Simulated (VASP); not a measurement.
# SiC4 (P-3m1) in VASP: relaxation of cell and atoms with PBE

Aim: the relaxation of cell and atoms of SiC4 with PBE.

All numbers are computed with VASP 6.6.1; they aren't measurements. Logs are shortened: lines on timing, memory, paths and dates and some standing lists are left out, and cuts for length are marked.

## (1) The cell of the first run

Symmetry: P-3m1, No. 164, trigonal system. Conventional cell: a = 2.470 Å, b = 2.470 Å, c = 24.115 Å, α = 90.00°, β = 90.00°, γ = 120.00°. Si (site symmetry 3m) has 6 Si at 2.47 Å within 3.3 Å. C (site symmetry 3m) has 3 C at 1.43 Å within 1.9 Å. Within 1.9 Å of C (site symmetry 3m) lie 3 C at 1.43 Å. C (site symmetry 3m) has 3 C at 1.43 Å within 1.9 Å. Within 1.9 Å of C (site symmetry 3m) lie 3 C at 1.43 Å.

## (2) Relaxation of cell and atoms, PBE

INCAR reads:

```
ALGO = Normal ; EDIFF = 1E-6
EDIFFG = -0.01 ; ENCUT = 600
GGA = PE ; IBRION = 2
ISIF = 3 ; ISMEAR = 0
LASPH = T ; LCHARG = F
LREAL = F ; LWAVE = F
NELM = 100 ; NSW = 100
PREC = Accurate ; SIGMA = 0.1
```

KPOINTS reads:

```
k-points
0
Gamma
  18 18 2
```

POSCAR reads:

```
SiC4
1.0
    2.4702440562      0.0000000000      0.0000000000
   -1.2351220281      2.1392941062      0.0000000000
    0.0000000000      0.0000000000     24.1148820800
Si C
2 8
Direct
    0.6666666667      0.3333333333      0.1721736833
    0.3333333333      0.6666666667      0.8278263167
    0.6666666667      0.3333333333      0.0000102089
    0.6666666667      0.3333333333      0.3454252133
    0.6666666667      0.3333333333      0.4999894275
    0.6666666667      0.3333333333      0.6545363320
    0.3333333333      0.6666666667      0.9999897911
    0.3333333333      0.6666666667      0.3454636680
    0.3333333333      0.6666666667      0.5000105725
    0.3333333333      0.6666666667      0.6545747867
```

Potentials or basis: VASP PAW PBE potentials, release 64 (Si, C).

Started as:

```console
$ cat potpaw_PBE.64/Si/POTCAR potpaw_PBE.64/C/POTCAR > POTCAR
$ mpirun -np 1 vasp_std > vasp.out
```

OUTCAR:

```text
EDIFF = 1E-6
   EDIFFG = -0.01
   ENCUT = 600
   GGA = PE
   IBRION = 2
   ISIF = 3
   ISMEAR = 0
   LASPH = T
   LREAL = F
   NELM = 100
   NSW = 100
   PREC = Accurate

 ion  position               nearest neighbor table
   1  0.667  0.333  0.172-
   2  0.333  0.667  0.828-
   3  0.667  0.333  0.000-   7 1.43   7 1.43   7 1.43
   4  0.667  0.333  0.345-   8 1.43   8 1.43   8 1.43
   5  0.667  0.333  0.500-   9 1.43   9 1.43   9 1.43
   6  0.667  0.333  0.655-  10 1.43  10 1.43  10 1.43
   7  0.333  0.667  1.000-   3 1.43   3 1.43   3 1.43
   8  0.333  0.667  0.345-   4 1.43   4 1.43   4 1.43
   9  0.333  0.667  0.500-   5 1.43   5 1.43   5 1.43
  10  0.333  0.667  0.655-   6 1.43   6 1.43   6 1.43

  LATTYP: Found a hexagonal cell.
 ALAT       =     2.4702440562
 C/A-ratio  =     9.7621455740

  Lattice vectors:

 A1 = (   2.4702440562,   0.0000000000,   0.0000000000)
 A2 = (  -1.2351220281,   2.1392941062,   0.0000000000)
 A3 = (   0.0000000000,   0.0000000000,  24.1148820800)

Analysis of symmetry for initial positions (statically):
=====================================================================
 Subroutine PRICEL returns:
 Original cell was already a primitive cell.

 Routine SETGRP: Setting up the symmetry group for a
 hexagonal supercell.

 Subroutine GETGRP returns: Found 12 space group operations
 (whereof 12 operations were pure point group operations)
 out of a pool of 24 trial point group operations.

The static configuration has the point symmetry D_3d.

Analysis of symmetry for dynamics (positions and initial velocities):
=====================================================================
 Subroutine PRICEL returns:
 Original cell was already a primitive cell.

 Routine SETGRP: Setting up the symmetry group for a
 hexagonal supercell.

 Subroutine GETGRP returns: Found 12 space group operations
 (whereof 12 operations were pure point group operations)
 out of a pool of 24 trial point group operations.

The dynamic configuration has the point symmetry D_3d.

 Subroutine INISYM returns: Found 12 space group operations
 (whereof 12 operations are pure point group operations),
 and found     1 'primitive' translations

----------------------------------------------------------------------------------------

                                     Primitive cell

  volume of cell :     127.4370

  direct lattice vectors                    reciprocal lattice vectors
     2.470244056  0.000000000  0.000000000     0.404818300  0.233721955  0.000000000
    -1.235122028  2.139294106  0.000000000     0.000000000  0.467443909  0.000000000
     0.000000000  0.000000000 24.114882080     0.000000000  0.000000000  0.041468169

  length of vectors
     2.470244056  2.470244056 24.114882080     0.467443909  0.467443909  0.041468169

  position of ions in fractional coordinates (direct lattice)
     0.666666667  0.333333333  0.172173683
     0.333333333  0.666666667  0.827826317
     0.666666667  0.333333333  0.000010209
     0.666666667  0.333333333  0.345425213
     0.666666667  0.333333333  0.499989427
     0.666666667  0.333333333  0.654536332
     0.333333333  0.666666667  0.999989791
     0.333333333  0.666666667  0.345463668
     0.333333333  0.666666667  0.500010573
     0.333333333  0.666666667  0.654574787

  ion indices of the primitive-cell ions
   primitive index   ion index
                 1           1
                 2           2
                 3           3
                 4           4
                 5           5
                 6           6
                 7           7
                 8           8
                 9           9
                10          10

----------------------------------------------------------------------------------------

 KPOINTS: k-points

Automatic generation of k-mesh.
 Grid dimensions read from file:
 generate k-points for:   18   18    2

 Generating k-lattice:

  Cartesian coordinates                     Fractional coordinates (reciprocal lattice)
     0.022489906  0.012984553  0.000000000     0.055555556  0.000000000  0.000000000
     0.000000000  0.025969106  0.000000000     0.000000000  0.055555556  0.000000000
     0.000000000  0.000000000  0.020734084     0.000000000  0.000000000  0.500000000

  Length of vectors
     0.025969106  0.025969106  0.020734084

  Shift w.r.t. Gamma in fractional coordinates (k-lattice)
     0.000000000  0.000000000  0.000000000

 Subroutine IBZKPT returns following result:
 ===========================================

 Found     74 irreducible k-points:

 Following reciprocal coordinates:
            Coordinates               Weight
  0.000000  0.000000  0.000000      1.000000
  0.055556  0.000000  0.000000      6.000000
  0.111111  0.000000  0.000000      6.000000
  0.166667  0.000000  0.000000      6.000000
  0.222222  0.000000  0.000000      6.000000
  0.277778  0.000000  0.000000      6.000000
[... 16 lines left out ...]
  0.333333  0.111111  0.000000     12.000000
  0.388889  0.111111  0.000000     12.000000
 [... further k-points ...]
   k-points           NKPTS =     74   k-points in BZ     NKDIM =     74   number of bands    NBANDS=     26
   number of dos      NEDOS =    301   number of ions     NIONS =     10
   total plane-waves  NPLWV =  78400
   dimension x,y,z NGX =    20 NGY =   20 NGZ =  196
   dimension x,y,z NGXF=    40 NGYF=   40 NGZF=  392
   ions per type =               2   8
   NGX,Y,Z   is equivalent  to a cutoff of  13.46, 13.46, 13.51 a.u.
   NGXF,Y,Z  is equivalent  to a cutoff of  26.92, 26.92, 27.02 a.u.
 SYSTEM =  unknown system
   PREC   = accura    normal or accurate (medium, high low for compatibility)
   ISTART =      0    job   : 0-new  1-cont  2-samecut
   ICHARG =      2    charge: 1-file 2-atom 10-const
   ISPIN  =      1    spin polarized calculation?
   LNONCOLLINEAR =      F non collinear calculations
   LSORBIT =      F    spin-orbit coupling
   LASPH  =      T    aspherical Exc in radial PAW
   ENCUT  =  600.0 eV  44.10 Ry    6.64 a.u.   4.93  4.93 48.16*2*pi/ulx,y,z
   NELM   =    100;   NELMIN=  2; NELMDL= -5     # of ELM steps
   EDIFF  = 0.1E-05   stopping-criterion for ELM
   LREAL  =      F    real-space projection
   EDIFFG = -.1E-01   stopping-criterion for IOM
   NSW    =    100    number of steps for IOM
   IBRION =      2    ionic relax: 0-MD 1-quasi-New 2-CG
   NFREE  =      1    steps in history (QN), initial steepest desc. (CG)
   ISIF   =      3    stress and relaxation
   ISYM   =      2    0-nonsym 1-usesym 2-fastsym
   POTIM  = 0.5000    time-step for ionic-motion
   TEBEG  =    0.0;   TEEND  =   0.0 temperature during run
   PSTRESS=    0.0 pullay stress
   NELECT =      40.0000    total number of electrons
   NUPDOWN=      -1.0000    fix difference up-down
   EMIN   =  10.00;   EMAX   =-10.00  energy-range for DOS
   EFERMI =   0.00;   METHOD = LEGACY
   ISMEAR =     0;   SIGMA  =   0.10  broadening in eV -4-tet -1-fermi 0-gaus
   EFERMI_NEDOS =   21; number of points for ismear=-14 and -15
   IALGO  =     38    algorithm
   IMIX   =      4    mixing-type and parameters
     AMIX     =   0.40;   BMIX     =  1.00
     AMIX_MAG =   1.60;   BMIX_MAG =  1.00
  volume/ion in A,a.u.               =      12.74        86.00
  Fermi-wavevector in a.u.,A,eV,Ry     =   1.112576  2.102464 16.841634  1.237825
  Thomas-Fermi vector in A             =   2.249152
   LORBIT       =      0    0 simple, 1 ext, 2 COOP (PROOUT), +10 PAW based schemes
   GGA     = PE    functional components
   LHFCALC =     F    Hartree Fock is set to
   AEXX    =    0.0000 exact exchange contribution
   IVDW    =     0    specifies the selected vdW correction
   LEPSILON=     F    determine dielectric tensor
   LRPA    =     F    only Hartree local field effects (RPA)
 conjugate gradient relaxation of ions
 non-spin polarized calculation
 Gauss-broadening in eV      SIGMA  =   0.10
  energy-cutoff  :      600.00
  volume of cell :      127.44
 maximum number of plane-waves:      4338
 NGX is ok and might be reduce to    20
   NGX =  9   NGY =  9   NGZ = 97

--------------------------------------- Ionic step        1  -------------------------------------------

 number of electron      39.9999998 magnetization

 Free energy of the ion-electron system (eV)
  ---------------------------------------------------
  ext. energy  EPLUGINS =         0.00000000
  ---------------------------------------------------
  free energy    TOTEN  =       -82.72478418 eV

  energy without entropy =      -82.71869250  energy(sigma->0) =      -82.72173834

------------------------ aborting loop because EDIFF is reached ----------------------------------------

  FORCE on cell =-STRESS in cart. coord.  units (eV):
  Direction    XX          YY          ZZ          XY          YZ          ZX
  --------------------------------------------------------------------------------------
  -------------------------------------------------------------------------------------
  Total       -0.0923364     -0.0923364      0.4149549     -0.0000000      0.0000000      0.0000000
  in kB       -1.1608823     -1.1608823      5.2169413     -0.0000000      0.0000000      0.0000000
  external PRESSURE =       0.9650589 kB  Pullay stress =       0.0000000 kB
[... 113 lines left out ...]
  FREE ENERGIE OF THE ION-ELECTRON SYSTEM (eV)
  ---------------------------------------------------
  free  energy   TOTEN  =       -82.7263669463 eV

  energy  without entropy=      -82.7203519279  energy(sigma->0) =      -82.72335944

 E-fermi :   3.8490     XC(G=0):  -9.0757

 val. band max:        3.6521881544   @ k =   0.3333   0.3333   0.5000
 cond. band min:       3.8593675414   @ k =   0.3333   0.0556   0.0000
 fundamental gap:      0.2071793870
 Fermi energy:         3.8489987534

 k-point     1 :       0.0000    0.0000    0.0000
  band No.  band energies     occupation
      1     -15.6653      2.00000
      2     -15.6268      2.00000
      3     -15.6227      2.00000
      4     -15.5821      2.00000
      5      -8.9290      2.00000
      6      -8.9274      2.00000
[... 685 lines left out ...]
     25       6.1254      0.00000
     26       6.3233      0.00000

 [... further k-points ...]

[... ionic steps 4 to 20 ...]

--------------------------------------- Ionic step       21  -------------------------------------------

 number of electron      39.9999998 magnetization

------------------------ aborting loop because EDIFF is reached ----------------------------------------

  FORCE on cell =-STRESS in cart. coord.  units (eV):
  Direction    XX          YY          ZZ          XY          YZ          ZX
  --------------------------------------------------------------------------------------
  -------------------------------------------------------------------------------------
  Total       -0.0132050     -0.0132050     -0.0179931      0.0000000      0.0000000     -0.0000000
  in kB       -0.1511022     -0.1511022     -0.2058917      0.0000000      0.0000000     -0.0000000
  external PRESSURE =      -0.1693654 kB  Pullay stress =       0.0000000 kB
[... 73 lines left out ...]
  energy  without entropy=      -82.7346240551  energy(sigma->0) =      -82.73803934

--------------------------------------- Ionic step       23  -------------------------------------------

 number of electron      39.9999998 magnetization

 Free energy of the ion-electron system (eV)
  ---------------------------------------------------
  ext. energy  EPLUGINS =         0.00000000
  ---------------------------------------------------
  free energy    TOTEN  =       -82.74145881 eV

  energy without entropy =      -82.73462535  energy(sigma->0) =      -82.73804208

 E-fermi :   3.1492     XC(G=0):  -8.5295

 val. band max:        3.0621531743   @ k =   0.3333   0.3333   0.0000
 cond. band min:       3.1742651126   @ k =   0.3333   0.0556   0.0000
 fundamental gap:      0.1121119383
 Fermi energy:         3.1492074842

 k-point     1 :       0.0000    0.0000    0.0000
  band No.  band energies     occupation
      1     -16.3199      2.00000
      2     -16.2955      2.00000
      3     -16.2841      2.00000
      4     -16.2836      2.00000
      5      -9.5966      2.00000
      6      -9.5962      2.00000
[... 724 lines left out ...]
  FREE ENERGIE OF THE ION-ELECTRON SYSTEM (eV)
  ---------------------------------------------------
  free  energy   TOTEN  =       -82.7414588085 eV

  energy  without entropy=      -82.7346253468  energy(sigma->0) =      -82.73804208

 reached required accuracy - stopping structural energy minimisation
```

It took 29 min on 1 thread of Intel Xeon 6975P-C (Granite Rapids), shared host; peak memory 0.44 GiB.

Results:

| Quantity | Value |
| --- | --- |
| Free energy | -82.7415 eV |
| Relaxed volume | 14.01 Å³/atom |
| Relaxed cell | a = 2.470 Å, b = 2.470 Å, c = 26.503 Å, α = 90.00°, β = 90.00°, γ = 120.00° |
| Space group after relaxing (to 0.1 Å) | P-3m1 (No. 164) |
| Energy gained by relaxing | 1.7 meV/atom |
| Ionic steps | 23 |
| Pressure after relaxing | 0.0 GPa |
| Largest force after relaxing | 0.005 eV/Å |
| Band gap on the k mesh | zero (bands 20 and 21 overlap by 0.98 eV) |

Forces on the atoms (eV/Å):
```
Si   0.000  0.000  0.000
Si   0.000  0.000  0.000
C    0.000  0.000  0.000
C    0.000  0.000 -0.005
C    0.000  0.000 -0.001
C    0.000  0.000  0.002
C    0.000  0.000  0.000
C    0.000  0.000 -0.002
C    0.000  0.000  0.001
C    0.000  0.000  0.005
```

Step by step:
```tsv
step	energy change (eV)	largest force (eV/Å)	pressure (GPa)	volume (Å³)
1	0.0000	0.0354	0.10	127.44
2	-0.0009	0.0296	0.31	127.58
3	-0.0016	0.0714	0.74	127.86
4	-0.0018	0.0724	0.72	127.93
5	-0.0024	0.0767	0.68	128.13
6	-0.0036	0.0848	0.59	128.54
7	-0.0056	0.1013	0.41	129.35
8	-0.0085	0.1348	0.07	130.97
9	-0.0099	0.2050	-0.57	134.24
10	-0.0110	0.1898	-0.52	134.63
11	-0.0135	0.1435	-0.37	135.79
12	-0.0163	0.0496	-0.06	138.12
13	-0.0166	0.0045	0.08	139.24
14	-0.0166	0.0084	0.10	139.34
15	-0.0166	0.0163	0.12	139.54
16	-0.0167	0.0179	0.05	139.79
17	-0.0167	0.0193	0.00	140.00
18	-0.0166	0.0224	-0.13	140.42
19	-0.0166	0.0203	-0.06	140.14
20	-0.0167	0.0197	-0.03	140.03
21	-0.0167	0.0196	-0.02	140.02
22	-0.0167	0.0111	-0.02	140.04
23	-0.0167	0.0051	-0.02	140.08
```

Final structure:
```yaml
crystal:
  lattice:
    - [2.47039, 0.00000, 0.00000]
    - [-1.23519, 2.13942, 0.00000]
    - [0.00000, 0.00000, 26.50343]
  atoms:
    - { symbol: Si, position: [0.66667, 0.33333, 0.17224] }
    - { symbol: Si, position: [0.33333, 0.66667, 0.82776] }
    - { symbol: C, position: [0.66667, 0.33333, 0.00000] }
    - { symbol: C, position: [0.66667, 0.33333, 0.34338] }
    - { symbol: C, position: [0.66667, 0.33333, 0.50000] }
    - { symbol: C, position: [0.66667, 0.33333, 0.65662] }
    - { symbol: C, position: [0.33333, 0.66667, 0.00000] }
    - { symbol: C, position: [0.33333, 0.66667, 0.34338] }
    - { symbol: C, position: [0.33333, 0.66667, 0.50000] }
    - { symbol: C, position: [0.33333, 0.66667, 0.65662] }
```

Levels at points of the mesh, in eV from the Fermi level:
```tsv
k point	band 17	band 18	band 19	band 20	band 21	band 22	band 23	band 24
(0.00, 0.00, 0.00)	-3.02	-3.02	-3.01	-3.01	2.52	2.92	3.73	5.12
(0.50, 0.00, 0.00)	-2.45	-2.32	-2.30	-2.19	1.51	1.70	1.71	1.89
(0.00, 0.00, 0.50)	-3.02	-3.02	-3.01	-3.01	2.56	2.84	3.91	4.65
(0.50, 0.00, 0.50)	-2.45	-2.32	-2.30	-2.19	1.51	1.69	1.72	1.89
```

Caveat: the highest band is partly filled, so the run has too few bands.

The gap in the log of VASP goes by the Fermi energy; the results here count the filled bands.